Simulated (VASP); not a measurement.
BaTiO3:

```xyz
5
Lattice="3.9998 0.0000 0.0000 0.0000 3.9998 0.0000 0.0000 0.0000 4.0180" Properties=species:S:1:pos:R:3 pbc="T T T"
Ba    0.0000    0.0000    0.0000
Ti    1.9999    1.9999    1.9688
O     0.0000    1.9999    2.0773
O     1.9999    0.0000    2.0773
O     1.9999    1.9999    0.0763
```

Base run:

```yaml
Program: VASP 6.6.1
Functional: PBE0
Potentials_or_basis: VASP PAW PBE potentials, release 64 (Ba_sv, Ti_sv, O)
Cutoff: 520 eV
k_mesh: 4 × 4 × 4
Occupations: gaussian, width 0.02 eV
Spin: no spin polarisation
```

Its results: band gap on the k mesh 3.92 eV (least direct gap 4.18 eV); pressure -1.4 GPa; largest force 0.551 eV/Å.

Problem. The run is repeated on the same cell with these changes: functional from PBE0 to HSE03. What comes out?

Solution. Band gap on the k mesh 2.93 eV (least direct gap 3.21 eV); pressure -1.1 GPa; largest force 0.534 eV/Å.

Caveats: the PAW data sets were made with another functional, which shifts forces and pressure a little; spin-orbit coupling is left out, which moves the levels of the heavy elements.
